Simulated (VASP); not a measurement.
# SnTe (P6_3mc) in VASP: notebook, part 2 of 2

VASP 6.6.1.

**4. Single point, r2SCAN (38.46 Å³/atom)**

This run uses another cell than the first one, of 38.46 Å³/atom.

Input file POSCAR:

```
SnTe
1.0
    5.2865864335      0.0000000001      0.0000000000
   -2.6432932168      4.5783181507      0.0000000000
    0.0000000000      0.0000000000      6.3553628298
Sn Te
2 2
Direct
    0.3333333333      0.6666666667     -0.0459806339
    0.6666666667      0.3333333333      0.4540193661
    0.3333333333      0.6666666667      0.4209806339
    0.6666666667      0.3333333333      0.9209806339
```

Input file INCAR.step1:

```
ALGO     = Normal         # electronic algorithm
EDIFF    = 1E-4           # SCF threshold, eV
ENCUT    = 520            # plane-wave cutoff, eV
GGA      = PE             # functional
ISMEAR   = 0              # smearing method
LASPH    = T              # aspherical terms in the spheres
LCHARG   = F              # write CHGCAR
LREAL    = F              # projectors in reciprocal space
LWAVE    = T              # write WAVECAR
NBANDS   = 28             # bands
NELM     = 100            # most SCF steps
PREC     = Accurate       # precision mode
SIGMA    = 0.01           # smearing width, eV
```

Input file INCAR.step2:

```
ALGO     = Normal         # electronic algorithm
EDIFF    = 1E-7           # SCF threshold, eV
ENCUT    = 520            # plane-wave cutoff, eV
ISIF     = 2              # what is computed and relaxed
ISMEAR   = 0              # smearing method
ISTART   = 1            
LASPH    = T              # aspherical terms in the spheres
LCHARG   = F              # write CHGCAR
LMIXTAU  = T            
LREAL    = F              # projectors in reciprocal space
LWAVE    = F              # write WAVECAR
METAGGA  = R2SCAN         # meta-GGA
NBANDS   = 28             # bands
NELM     = 100            # most SCF steps
PREC     = Accurate       # precision mode
SIGMA    = 0.01           # smearing width, eV
```

Input file KPOINTS:

```
k-points
0
Gamma
  6 6 4
```

Potentials or basis: VASP PAW PBE potentials, release 64 (Sn_d, Te).

Launch:

```
$ cat potpaw_PBE.64/Sn_d/POTCAR potpaw_PBE.64/Te/POTCAR > POTCAR
$ cp INCAR.step1 INCAR
$ mpirun -np 1 vasp_std > vasp.out
$ cp INCAR.step2 INCAR
$ mpirun -np 1 vasp_std > vasp.out
```

OUTCAR:

```text
EDIFF = 1E-7
   ENCUT = 520
   ISIF = 2
   ISMEAR = 0
   ISTART = 1
   LASPH = T
   LREAL = F
   METAGGA = R2SCAN
   NELM = 100
   PREC = Accurate

 ion  position               nearest neighbor table
   1  0.333  0.667  0.954-   3 2.97   4 3.06   4 3.06   4 3.06   3 3.39
   2  0.667  0.333  0.454-   4 2.97   3 3.06   3 3.06   3 3.06   4 3.39
   3  0.333  0.667  0.421-   1 2.97   2 3.06   2 3.06   2 3.06   1 3.39
   4  0.667  0.333  0.921-   2 2.97   1 3.06   1 3.06   1 3.06   2 3.39

  LATTYP: Found a hexagonal cell.
 ALAT       =     5.2865864335
 C/A-ratio  =     1.2021675820

  Lattice vectors:

 A1 = (   5.2865864335,   0.0000000001,   0.0000000000)
 A2 = (  -2.6432932168,   4.5783181507,   0.0000000000)
 A3 = (   0.0000000000,   0.0000000000,   6.3553628298)

Analysis of symmetry for initial positions (statically):
=====================================================================
 Subroutine PRICEL returns:
 Original cell was already a primitive cell.

 Routine SETGRP: Setting up the symmetry group for a
 hexagonal supercell.

 Subroutine GETGRP returns: Found 12 space group operations
 (whereof  6 operations were pure point group operations)
 out of a pool of 24 trial point group operations.

The static configuration has the point symmetry C_3v.
 The point group associated with its full space group is C_6v.

Analysis of symmetry for dynamics (positions and initial velocities):
=====================================================================
 Subroutine PRICEL returns:
 Original cell was already a primitive cell.

 Routine SETGRP: Setting up the symmetry group for a
 hexagonal supercell.

 Subroutine GETGRP returns: Found 12 space group operations
 (whereof  6 operations were pure point group operations)
 out of a pool of 24 trial point group operations.

The dynamic configuration has the point symmetry C_3v.
 The point group associated with its full space group is C_6v.

 Subroutine INISYM returns: Found 12 space group operations
 (whereof  6 operations are pure point group operations),
 and found     1 'primitive' translations

----------------------------------------------------------------------------------------

                                     Primitive cell

  volume of cell :     153.8231

  direct lattice vectors                    reciprocal lattice vectors
     5.286586434  0.000000000  0.000000000     0.189157978  0.109210409  0.000000000
    -2.643293217  4.578318151  0.000000000    -0.000000000  0.218420819  0.000000000
     0.000000000  0.000000000  6.355362830     0.000000000  0.000000000  0.157347429

  length of vectors
     5.286586434  5.286586434  6.355362830     0.218420819  0.218420819  0.157347429

  position of ions in fractional coordinates (direct lattice)
     0.333333333  0.666666667  0.954019366
     0.666666667  0.333333333  0.454019366
     0.333333333  0.666666667  0.420980634
     0.666666667  0.333333333  0.920980634

  ion indices of the primitive-cell ions
   primitive index   ion index
                 1           1
                 2           2
                 3           3
                 4           4

----------------------------------------------------------------------------------------

 KPOINTS: k-points

Automatic generation of k-mesh.
 Grid dimensions read from file:
 generate k-points for:    6    6    4

 Generating k-lattice:

  Cartesian coordinates                     Fractional coordinates (reciprocal lattice)
     0.031526330  0.018201735  0.000000000     0.166666667  0.000000000  0.000000000
    -0.000000000  0.036403470  0.000000000    -0.000000000  0.166666667  0.000000000
     0.000000000  0.000000000  0.039336857     0.000000000  0.000000000  0.250000000

  Length of vectors
     0.036403470  0.036403470  0.039336857

  Shift w.r.t. Gamma in fractional coordinates (k-lattice)
     0.000000000  0.000000000  0.000000000

 Subroutine IBZKPT returns following result:
 ===========================================

 Found     21 irreducible k-points:

 Following reciprocal coordinates:
            Coordinates               Weight
  0.000000  0.000000  0.000000      1.000000
  0.166667  0.000000  0.000000      6.000000
  0.333333  0.000000  0.000000      6.000000
  0.500000  0.000000  0.000000      3.000000
  0.166667  0.166667  0.000000      6.000000
  0.333333  0.166667  0.000000     12.000000
[... 13 lines left out ...]
  0.333333  0.166667  0.500000     12.000000
  0.333333  0.333333  0.500000      2.000000
   k-points           NKPTS =     21   k-points in BZ     NKDIM =     21   number of bands    NBANDS=     28
   number of dos      NEDOS =    301   number of ions     NIONS =      4
   total plane-waves  NPLWV =  76800
   dimension x,y,z NGX =    40 NGY =   40 NGZ =   48
   dimension x,y,z NGXF=    80 NGYF=   80 NGZF=   96
   ions per type =               2   2
   NGX,Y,Z   is equivalent  to a cutoff of  12.58, 12.58, 12.56 a.u.
   NGXF,Y,Z  is equivalent  to a cutoff of  25.16, 25.16, 25.11 a.u.
 SYSTEM =  unknown system
   PREC   = accura    normal or accurate (medium, high low for compatibility)
   ISTART =      1    job   : 0-new  1-cont  2-samecut
   ICHARG =      0    charge: 1-file 2-atom 10-const
   ISPIN  =      1    spin polarized calculation?
   LNONCOLLINEAR =      F non collinear calculations
   LSORBIT =      F    spin-orbit coupling
   LASPH  =      T    aspherical Exc in radial PAW
   ENCUT  =  520.0 eV  38.22 Ry    6.18 a.u.   9.83  9.83 11.82*2*pi/ulx,y,z
   NELM   =    100;   NELMIN=  2; NELMDL=  0     # of ELM steps
   EDIFF  = 0.1E-06   stopping-criterion for ELM
   LREAL  =      F    real-space projection
   EDIFFG = 0.1E-05   stopping-criterion for IOM
   NSW    =      0    number of steps for IOM
   IBRION =     -1    ionic relax: 0-MD 1-quasi-New 2-CG
   NFREE  =      0    steps in history (QN), initial steepest desc. (CG)
   ISIF   =      2    stress and relaxation
   ISYM   =      2    0-nonsym 1-usesym 2-fastsym
   POTIM  = 0.5000    time-step for ionic-motion
   TEBEG  =    0.0;   TEEND  =   0.0 temperature during run
   PSTRESS=    0.0 pullay stress
   NELECT =      40.0000    total number of electrons
   NUPDOWN=      -1.0000    fix difference up-down
   EMIN   =  10.00;   EMAX   =-10.00  energy-range for DOS
   EFERMI =   0.00;   METHOD = LEGACY
   ISMEAR =     0;   SIGMA  =   0.01  broadening in eV -4-tet -1-fermi 0-gaus
   EFERMI_NEDOS =   21; number of points for ismear=-14 and -15
   IALGO  =     38    algorithm
   IMIX   =      4    mixing-type and parameters
     AMIX     =   0.40;   BMIX     =  1.00
     AMIX_MAG =   1.60;   BMIX_MAG =  1.00
  volume/ion in A,a.u.               =      38.46       259.51
  Fermi-wavevector in a.u.,A,eV,Ry     =   1.044931  1.974633 14.855940  1.091881
  Thomas-Fermi vector in A             =   2.179705
   LORBIT       =      0    0 simple, 1 ext, 2 COOP (PROOUT), +10 PAW based schemes
   METAGGA = R2SCAN    functional components
   LHFCALC =     F    Hartree Fock is set to
   AEXX    =    0.0000 exact exchange contribution
   IVDW    =     0    specifies the selected vdW correction
   LEPSILON=     F    determine dielectric tensor
   LRPA    =     F    only Hartree local field effects (RPA)
 non-spin polarized calculation
 Gauss-broadening in eV      SIGMA  =   0.01
  energy-cutoff  :      520.00
  volume of cell :      153.82
 maximum number of plane-waves:      4176
 NGX is ok and might be reduce to    40
   NGX = 19   NGY = 19   NGZ = 23

 number of electron      39.9999998 magnetization

 Free energy of the ion-electron system (eV)
  ---------------------------------------------------
  ext. energy  EPLUGINS =         0.00000000
  ---------------------------------------------------
  free energy    TOTEN  =      -100.70509177 eV

  energy without entropy =     -100.70509177  energy(sigma->0) =     -100.70509177

 E-fermi :   5.0420     XC(G=0):  -8.8445

 val. band max:        4.9607915287   @ k =   0.3333   0.3333   0.5000
 cond. band min:       5.3718960433   @ k =   0.1667   0.0000   0.0000
 fundamental gap:      0.4111045146
 Fermi energy:         5.0419725801

 k-point     1 :       0.0000    0.0000    0.0000
  band No.  band energies     occupation
      1     -17.6936      2.00000
      2     -17.6936      2.00000
      3     -17.6934      2.00000
      4     -17.6933      2.00000
      5     -17.6901      2.00000
      6     -17.6715      2.00000
[... 640 lines left out ...]
     27       9.9806      0.00000
     28       9.9806      0.00000

------------------------ aborting loop because EDIFF is reached ----------------------------------------

  FORCE on cell =-STRESS in cart. coord.  units (eV):
  Direction    XX          YY          ZZ          XY          YZ          ZX
  --------------------------------------------------------------------------------------
  -------------------------------------------------------------------------------------
  Total        2.1067170      2.1067170      2.2903767      0.0000000      0.0000000      0.0000000
  in kB       21.9429562     21.9429562     23.8559026      0.0000000      0.0000000      0.0000000
  external PRESSURE =      22.5806050 kB  Pullay stress =       0.0000000 kB

 VOLUME and BASIS-vectors are now :
 -----------------------------------------------------------------------------
  energy-cutoff  :      520.00
  volume of cell :      153.82
      direct lattice vectors                 reciprocal lattice vectors
     5.286586434  0.000000000  0.000000000     0.189157978  0.109210409  0.000000000
    -2.643293217  4.578318151  0.000000000    -0.000000000  0.218420819  0.000000000
     0.000000000  0.000000000  6.355362830     0.000000000  0.000000000  0.157347429

 POSITION                                       TOTAL-FORCE (eV/Angst)
 -----------------------------------------------------------------------------------
     -0.00000      3.05221      6.06314        -0.000000      0.000000     -0.145186
      2.64329      1.52611      2.88546         0.000000     -0.000000     -0.145186
     -0.00000      3.05221      2.67548         0.000000     -0.000000      0.145186
      2.64329      1.52611      5.85317        -0.000000      0.000000      0.145186
 -----------------------------------------------------------------------------------
    total drift:                               -0.000000      0.000000     -0.000998

  FREE ENERGIE OF THE ION-ELECTRON SYSTEM (eV)
  ---------------------------------------------------
  free  energy   TOTEN  =      -100.7050917697 eV

  energy  without entropy=     -100.7050917697  energy(sigma->0) =     -100.70509177
```

Wall time 6.5 min (1 thread of Intel Xeon Platinum 8259CL at 2.50GHz (Skylake/Cascade Lake), shared host); peak memory 0.33 GiB.

Results:

```
Free energy            : -100.7051 eV
Pressure               : 2.3 GPa
Largest force          : 0.145 eV/Å
Band gap on the k mesh : 0.41 eV (least direct gap 0.70 eV)
```

Forces in eV/Å, atoms in the order of the input:
```
Sn   0.000  0.000 -0.145
Sn   0.000  0.000 -0.145
Te   0.000  0.000  0.145
Te   0.000  0.000  0.145
```

Caveat: the PAW data sets were made with another functional, which shifts forces and pressure a little; spin-orbit coupling is left out, which moves the levels of the heavy elements. A k mesh can miss the band edges.

**5. The runs side by side**

| level | cell | gap on the mesh (eV) | pressure (GPa) | largest force (eV/Å) |
| --- | --- | --- | --- | --- |
| PBE | a = 5.480, b = 5.480, c = 6.575 Å, angles 90.0, 90.0, 120.0°, 4 atoms, atomic positions A | 0.70 | -0.8 | 0.04 |
| PBE | a = 5.533, b = 5.533, c = 6.639 Å, angles 90.0, 90.0, 120.0°, 4 atoms, atomic positions A | 0.74 | -1.6 | 0.08 |
| r2SCAN | a = 5.287, b = 5.287, c = 6.355 Å, angles 90.0, 90.0, 120.0°, 4 atoms, atomic positions B | 0.41 | 2.3 | 0.15 |

Alike in all rows: task single point; potentials or basis VASP PAW PBE potentials, release 64 (Sn_d, Te); no spin polarisation; k mesh 6 × 6 × 4; cutoff (eV) 520; smearing gaussian 0.01 eV.

Caveats: spin-orbit coupling is left out, which moves the levels of the heavy elements; the PAW data sets were made with another functional, which shifts forces and pressure a little (at least some runs).

Total energies depend on the potentials used, so only differences within one code and one set of settings carry meaning.
